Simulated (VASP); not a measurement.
La, 2 atoms in the cell. It takes space group I4_1/amd (No. 141, tetragonal). Conventional cell: a = 5.889 Å, b = 5.889 Å, c = 3.587 Å, α = 90.00°, β = 90.00°, γ = 90.00°. Within 4.1 Å of La (site symmetry -4m2) lie 10 La at 3.08 to 3.99 Å. 

| Item | Value |
| --- | --- |
| Program | VASP 6.6.1 |
| Task | single point |
| Functional | PBE |
| Potentials or basis | VASP PAW PBE potentials, release 64 (La) |
| Cutoff | 520 eV |
| k mesh | 13 × 13 × 13 |
| Occupations | fermi-dirac, width 0.05 eV |
| Spin | no spin polarisation |
| Dipole correction | no |
| Further INCAR settings | ALGO = Normal; EDIFF = 1e-06; NBANDS = 18 |

Potentials or basis: VASP PAW PBE potentials, release 64 (La).

Launch:

```bash
$ cat potpaw_PBE.64/La/POTCAR > POTCAR
$ mpirun -np 1 vasp_std > vasp.out
```

Hardware: 1 thread of Oxide Virtual Turin-like Processor (shared host).

Q: How long does it take, and how much memory?

A: Run time: 11 min on 1 thread of Oxide Virtual Turin-like Processor, on a shared host, peak memory 0.34 GiB. Counts: scf iterations 12, k points 196.
